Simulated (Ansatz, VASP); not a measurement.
## Two plane-wave programs on MgBe

```
Mg Be
1.0
     3.51055    0.00000    0.00000
     0.00000    3.51055    0.00000
     0.00000    0.00000    4.43588
Mg Be
2 2
Direct
  0.00000 0.50000 0.23510
  0.50000 0.00000 0.76490
  0.00000 0.00000 0.00000
  0.50000 0.50000 0.00000
```

Alike in both runs: task single point; functional PBE; k mesh 6 × 6 × 4; occupations gaussian, width 0.1 eV; no spin polarisation.

|  | VASP | Ansatz |
| --- | --- | --- |
| version | VASP 6.6.1 | Ansatz 0.2.0 |
| potentials or method | VASP PAW PBE potentials, release 64 (Mg, Be), cutoff 600 eV | scalar-relativistic, plane waves, PAW |
| valence electrons in the cell | 8 | 24 |

```tsv
	VASP	Ansatz	Ansatz less VASP
gap on the k mesh at the Fermi level (eV)	none	none	-
rms of the force components (eV/Å)	2.513	2.487	-0.0257
```

Atom by atom the forces differ by 0.026 eV/Å (rms over components). A gap of «none» marks a metal or a gap that the smearing closes. VASP's potentials hold 8 valence electrons a cell and Ansatz's 24, so a difference there can come from the potentials and not from the codes.
